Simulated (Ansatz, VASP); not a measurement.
## Ge: VASP beside Ansatz

```xyz
2
Lattice="0.0000 2.8109 2.8109 2.8109 0.0000 2.8109 2.8109 2.8109 0.0000" Properties=species:S:1:pos:R:3 pbc="T T T"
Ge    2.8109    2.8109    2.8109
Ge    4.2164    4.2164    4.2164
```

Alike in both runs: functional LDA; k mesh 14 × 14 × 14; occupations gaussian, width 0.1 eV; no spin polarisation.

Ansatz relaxed the structure, and its values are those at the end. VASP's run is a single point on that final structure, the one shown.

|  | VASP | Ansatz |
| --- | --- | --- |
| version | VASP 6.6.1 | Ansatz 0.2.0 |
| potentials or method | VASP PAW LDA potentials, release 64 (Ge_d), cutoff 520 eV | scalar-relativistic, plane waves, PAW |
| valence electrons in the cell | 28 | 28 |

VASP gave:

- gap on the k mesh at the Fermi level (eV): none
- pressure (GPa): 0.2

Problem. Estimate Ansatz's values.

Solution. gap on the k mesh at the Fermi level (eV): none; pressure (GPa): 0.0.

LDA's correlation is that of Perdew and Zunger in VASP and of Perdew and Wang (1992) in Ansatz. A gap of «none» marks a metal or a gap that the smearing closes.
